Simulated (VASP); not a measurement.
# Pt (Fm-3m) in VASP: single point with PBE

Aim: the single point of Pt with PBE.

Program: VASP 6.6.1. These are calculated values, not measurements. Logs are shortened: lines on timing, memory, paths and dates and some standing lists are left out, and cuts for length are marked.

## (1) The cell of the first run

It takes space group Fm-3m (No. 225, cubic). Conventional cell: a = 3.922 Å, b = 3.922 Å, c = 3.922 Å, α = 90.00°, β = 90.00°, γ = 90.00°. Pt (site symmetry m-3m) has 12 Pt at 2.77 Å within 3.7 Å.

## (2) Single point, PBE

INCAR reads:

```
SYSTEM = Pt
PREC = Accurate
ENCUT = 500
EDIFF = 1E-6
ISMEAR = 1
SIGMA = 0.1
LREAL = .False.
LASPH = .True.
NELM = 120
ALGO = Normal
ISIF = 2
LWAVE = .False.
LCHARG = .False.
GGA = PE
NBANDS = 11
GGA_COMPAT = .False.
```

KPOINTS reads:

```
Automatic mesh
0
Gamma
  13 13 13
  0 0 0
```

POSCAR reads:

```
Pt
1.0
    2.7731310000      0.0000000000      0.0000000000
    1.3865655000      2.4016018940      0.0000000000
    1.3865655000      0.8005339647      2.2642519800
Pt
1
Direct
    0.0000000000      0.0000000000      0.0000000000
```

Potentials or basis: VASP PAW PBE potentials, release 64 (Pt).

The run is started by

```bash
$ cat potpaw_PBE.64/Pt/POTCAR > POTCAR
$ mpirun -np 1 vasp_std > vasp.out
```

OUTCAR:

```text
SYSTEM = Pt
   PREC = Accurate
   ENCUT = 500
   EDIFF = 1E-6
   ISMEAR = 1
   LREAL = .False.
   LASPH = .True.
   NELM = 120
   ISIF = 2
   GGA = PE

 ion  position               nearest neighbor table
   1  0.000  0.000  0.000-

  LATTYP: Found a face centered cubic cell.
 ALAT       =     3.9217994704

  Lattice vectors:

 A1 = (   2.7731310000,   0.0000000000,   0.0000000000)
 A2 = (   1.3865655000,   2.4016018940,   0.0000000000)
 A3 = (   1.3865655000,   0.8005339647,   2.2642519800)

Analysis of symmetry for initial positions (statically):
=====================================================================
 Subroutine PRICEL returns:
 Original cell was already a primitive cell.

 Routine SETGRP: Setting up the symmetry group for a
 face centered cubic supercell.

 Subroutine GETGRP returns: Found 48 space group operations
 (whereof 48 operations were pure point group operations)
 out of a pool of 48 trial point group operations.

The static configuration has the point symmetry O_h .

Analysis of symmetry for dynamics (positions and initial velocities):
=====================================================================
 Subroutine PRICEL returns:
 Original cell was already a primitive cell.

 Routine SETGRP: Setting up the symmetry group for a
 face centered cubic supercell.

 Subroutine GETGRP returns: Found 48 space group operations
 (whereof 48 operations were pure point group operations)
 out of a pool of 48 trial point group operations.

The dynamic configuration has the point symmetry O_h .

 Subroutine INISYM returns: Found 48 space group operations
 (whereof 48 operations are pure point group operations),
 and found     1 'primitive' translations

----------------------------------------------------------------------------------------

                                     Primitive cell

  volume of cell :      15.0798

  direct lattice vectors                    reciprocal lattice vectors
     2.773131000  0.000000000  0.000000000     0.360603232 -0.208194373 -0.147215653
     1.386565500  2.401601894  0.000000000     0.000000000  0.416388746 -0.147215653
     1.386565500  0.800533965  2.264251980     0.000000000  0.000000000  0.441646958

  length of vectors
     2.773131000  2.773131000  2.773131000     0.441646958  0.441646958  0.441646958

  position of ions in fractional coordinates (direct lattice)
     0.000000000  0.000000000  0.000000000

  ion indices of the primitive-cell ions
   primitive index   ion index
                 1           1

----------------------------------------------------------------------------------------

 KPOINTS: Automatic mesh

Automatic generation of k-mesh.
 Grid dimensions read from file:
 generate k-points for:   13   13   13

 Generating k-lattice:

  Cartesian coordinates                     Fractional coordinates (reciprocal lattice)
     0.027738710 -0.016014952 -0.011324281     0.076923077 -0.000000000 -0.000000000
     0.000000000  0.032029904 -0.011324281     0.000000000  0.076923077 -0.000000000
     0.000000000  0.000000000  0.033972843     0.000000000  0.000000000  0.076923077

  Length of vectors
     0.033972843  0.033972843  0.033972843

  Shift w.r.t. Gamma in fractional coordinates (k-lattice)
     0.000000000  0.000000000  0.000000000

 Subroutine IBZKPT returns following result:
 ===========================================

 Found     84 irreducible k-points:

 Following reciprocal coordinates:
            Coordinates               Weight
  0.000000  0.000000  0.000000      1.000000
  0.076923 -0.000000 -0.000000      8.000000
  0.153846 -0.000000  0.000000      8.000000
  0.230769 -0.000000 -0.000000      8.000000
  0.307692 -0.000000  0.000000      8.000000
  0.384615 -0.000000 -0.000000      8.000000
[... 16 lines left out ...]
  0.384615  0.153846  0.000000     24.000000
  0.461538  0.153846  0.000000     24.000000
 [... further k-points ...]
   k-points           NKPTS =     84   k-points in BZ     NKDIM =     84   number of bands    NBANDS=     11
   number of dos      NEDOS =    301   number of ions     NIONS =      1
   total plane-waves  NPLWV =   8000
   dimension x,y,z NGX =    20 NGY =   20 NGZ =   20
   dimension x,y,z NGXF=    40 NGYF=   40 NGZF=   40
   ions per type =               1
   NGX,Y,Z   is equivalent  to a cutoff of  11.99, 11.99, 11.99 a.u.
   NGXF,Y,Z  is equivalent  to a cutoff of  23.98, 23.98, 23.98 a.u.
 SYSTEM =  Pt
   PREC   = accura    normal or accurate (medium, high low for compatibility)
   ISTART =      0    job   : 0-new  1-cont  2-samecut
   ICHARG =      2    charge: 1-file 2-atom 10-const
   ISPIN  =      1    spin polarized calculation?
   LNONCOLLINEAR =      F non collinear calculations
   LSORBIT =      F    spin-orbit coupling
   LASPH  =      T    aspherical Exc in radial PAW
   ENCUT  =  500.0 eV  36.75 Ry    6.06 a.u.   5.06  5.06  5.06*2*pi/ulx,y,z
   NELM   =    120;   NELMIN=  2; NELMDL= -5     # of ELM steps
   EDIFF  = 0.1E-05   stopping-criterion for ELM
   LREAL  =      F    real-space projection
   EDIFFG = 0.1E-04   stopping-criterion for IOM
   NSW    =      0    number of steps for IOM
   IBRION =     -1    ionic relax: 0-MD 1-quasi-New 2-CG
   NFREE  =      0    steps in history (QN), initial steepest desc. (CG)
   ISIF   =      2    stress and relaxation
   ISYM   =      2    0-nonsym 1-usesym 2-fastsym
   POTIM  = 0.5000    time-step for ionic-motion
   TEBEG  =    0.0;   TEEND  =   0.0 temperature during run
   PSTRESS=    0.0 pullay stress
   NELECT =      10.0000    total number of electrons
   NUPDOWN=      -1.0000    fix difference up-down
   EMIN   =  10.00;   EMAX   =-10.00  energy-range for DOS
   EFERMI =   0.00;   METHOD = LEGACY
   ISMEAR =     1;   SIGMA  =   0.10  broadening in eV -4-tet -1-fermi 0-gaus
   EFERMI_NEDOS =   21; number of points for ismear=-14 and -15
   IALGO  =     38    algorithm
   IMIX   =      4    mixing-type and parameters
     AMIX     =   0.40;   BMIX     =  1.00
     AMIX_MAG =   1.60;   BMIX_MAG =  1.00
  volume/ion in A,a.u.               =      15.08       101.76
  Fermi-wavevector in a.u.,A,eV,Ry     =   1.427610  2.697791 27.729613  2.038069
  Thomas-Fermi vector in A             =   2.547761
   LORBIT       =      0    0 simple, 1 ext, 2 COOP (PROOUT), +10 PAW based schemes
   GGA     = PE    functional components
   LHFCALC =     F    Hartree Fock is set to
   AEXX    =    0.0000 exact exchange contribution
   IVDW    =     0    specifies the selected vdW correction
   LEPSILON=     F    determine dielectric tensor
   LRPA    =     F    only Hartree local field effects (RPA)
 non-spin polarized calculation
 Methfessel and Paxton  Order N= 1 SIGMA  =   0.10
  energy-cutoff  :      500.00
  volume of cell :       15.08
 maximum number of plane-waves:       388
   NGX = 11   NGY = 11   NGZ = 11

 number of electron      10.0000001 magnetization

 Free energy of the ion-electron system (eV)
  ---------------------------------------------------
  ext. energy  EPLUGINS =         0.00000000
  ---------------------------------------------------
  free energy    TOTEN  =        -6.07313872 eV

  energy without entropy =       -6.07204720  energy(sigma->0) =       -6.07277488

 E-fermi :  11.2583     XC(G=0): -13.4933

 val. band max:       11.2566106403   @ k =  -0.4615   0.3077   0.0769
 cond. band min:      11.2772076434   @ k =   0.3846   0.3077   0.0769
 fundamental gap:      0.0205970031
 Fermi energy:        11.2582552957

 k-point     1 :       0.0000    0.0000    0.0000
  band No.  band energies     occupation
      1       1.0492      2.00000
      2       7.4694      2.00000
      3       7.4694      2.00000
      4       7.4694      2.00000
      5       9.6239      2.00000
      6       9.6239      2.00000
      7      25.9067      0.00000
      8      30.8742      0.00000
      9      30.8742      0.00000
     10      30.8742      0.00000
     11      36.2219      0.00000

 k-point     2 :       0.0769   -0.0000   -0.0000
  band No.  band energies     occupation
      1       1.2863      2.00000
      2       7.3655      2.00000
      3       7.5623      2.00000
      4       7.5623      2.00000
      5       9.5734      2.00000
      6       9.5734      2.00000
      7      26.2726      0.00000
      8      29.7103      0.00000
      9      31.2392      0.00000
     10      31.2392      0.00000
     11      37.4562      0.00000

 k-point     3 :       0.1538   -0.0000    0.0000
  band No.  band energies     occupation
      1       1.9533      2.00000
      2       7.1419      2.00000
      3       7.7664      2.00000
      4       7.7664      2.00000
      5       9.5132      2.00000
      6       9.5132      2.00000
      7      27.1503      0.00000
      8      27.5870      0.00000
      9      32.2674      0.00000
     10      32.2674      0.00000
     11      36.6340      0.00000

 k-point     4 :       0.2308   -0.0000   -0.0000
  band No.  band energies     occupation
      1       2.8706      2.00000
      2       7.0656      2.00000
      3       7.8579      2.00000
      4       7.8579      2.00000
      5       9.6960      2.00000
      6       9.6960      2.00000
      7      25.2106      0.00000
      8      27.7115      0.00000
      9      33.6657      0.00000
     10      33.6657      0.00000
     11      34.8417      0.00000

 k-point     5 :       0.3077   -0.0000    0.0000
  band No.  band energies     occupation
      1       3.6240      2.00000
      2       7.6015      2.00000
      3       7.7300      2.00000
      4       7.7300      2.00000
      5      10.2181      2.00000
      6      10.2181      2.00000
      7      22.5389      0.00000
      8      27.0283      0.00000
      9      33.2912      0.00000
     10      33.2912      0.00000
     11      35.6274      0.00000
[... 211 lines left out ...]
 k-point    21 :       0.2308    0.1538    0.0000
  band No.  band energies     occupation
      1       2.9930      2.00000
      2       6.4320      2.00000
      3       8.1287      2.00000
      4       8.4011      2.00000
      5       8.9206      2.00000
      6      10.1439      2.00000
      7      27.5248      0.00000
      8      28.6634      0.00000
      9      30.2552      0.00000
     10      31.0500      0.00000
     11      35.5777      0.00000

 k-point    22 :       0.3077    0.1538    0.0000
  band No.  band energies     occupation
      1       3.8695      2.00000
      2       6.3360      2.00000
      3       7.6997      2.00000
      4       8.4691      2.00000
      5       9.8023      2.00000
      6      10.5470      2.00000
      7      24.8927      0.00000
      8      28.5321      0.00000
      9      29.7473      0.00000
     10      31.3732      0.00000
     11      35.5510      0.00000

 k-point    23 :       0.3846    0.1538    0.0000
  band No.  band energies     occupation
      1       4.4445      2.00000
      2       6.7613      2.00000
      3       7.3459      2.00000
      4       8.3303      2.00000
      5      11.0506      2.01241
      6      11.0939      2.04216
      7      21.8178      0.00000
      8      27.5156      0.00000
      9      29.1002      0.00000
     10      31.0415      0.00000
     11      37.3416      0.00000

 k-point    24 :       0.4615    0.1538    0.0000
  band No.  band energies     occupation
      1       4.5884      2.00000
      2       6.9409      2.00000
      3       7.8431      2.00000
      4       8.1425      2.00000
      5      11.3508     -0.03123
      6      12.7289     -0.00000
      7      18.8458      0.00000
      8      26.7162      0.00000
      9      28.7946      0.00000
     10      29.7875      0.00000
     11      38.2723      0.00000

 [... further k-points ...]

------------------------ aborting loop because EDIFF is reached ----------------------------------------

  FORCE on cell =-STRESS in cart. coord.  units (eV):
  Direction    XX          YY          ZZ          XY          YZ          ZX
  --------------------------------------------------------------------------------------
  -------------------------------------------------------------------------------------
  Total        0.8804079      0.8804079      0.8804079      0.0000000      0.0000000      0.0000000
  in kB       93.5402080     93.5402080     93.5402080      0.0000000      0.0000000      0.0000000
  external PRESSURE =      93.5402080 kB  Pullay stress =       0.0000000 kB

 VOLUME and BASIS-vectors are now :
 -----------------------------------------------------------------------------
  energy-cutoff  :      500.00
  volume of cell :       15.08
      direct lattice vectors                 reciprocal lattice vectors
     2.773131000  0.000000000  0.000000000     0.360603232 -0.208194373 -0.147215653
     1.386565500  2.401601894  0.000000000     0.000000000  0.416388746 -0.147215653
     1.386565500  0.800533965  2.264251980     0.000000000  0.000000000  0.441646958

 POSITION                                       TOTAL-FORCE (eV/Angst)
 -----------------------------------------------------------------------------------
      0.00000      0.00000      0.00000        -0.000000      0.000000      0.000000
 -----------------------------------------------------------------------------------
    total drift:                                0.000000      0.000000      0.000000

  FREE ENERGIE OF THE ION-ELECTRON SYSTEM (eV)
  ---------------------------------------------------
  free  energy   TOTEN  =        -6.0731387239 eV

  energy  without entropy=       -6.0720472039  energy(sigma->0) =       -6.07277488
```

It took 8.5 s on 1 thread of Intel Xeon 6975P-C (Granite Rapids), shared host; peak memory 0.13 GiB.

Results:

- Free energy: -6.0731 eV
- Pressure: 9.4 GPa
- Band gap on the k mesh: zero (band 5 reaches 11.68 eV, above the bottom of band 6 at 9.51 eV)

Levels at points of the mesh, in eV from the Fermi level:
| k point | band 1 | band 2 | band 3 | band 4 | band 5 | band 6 | band 7 | band 8 | band 9 | band 10 |
| --- | --- | --- | --- | --- | --- | --- | --- | --- | --- | --- |
| (0.00, 0.00, 0.00) | -10.21 | -3.79 | -3.79 | -3.79 | -1.63 | -1.63 | 14.65 | 19.62 | 19.62 | 19.62 |

Caveat: spin-orbit coupling is left out, which moves the levels of the heavy elements.
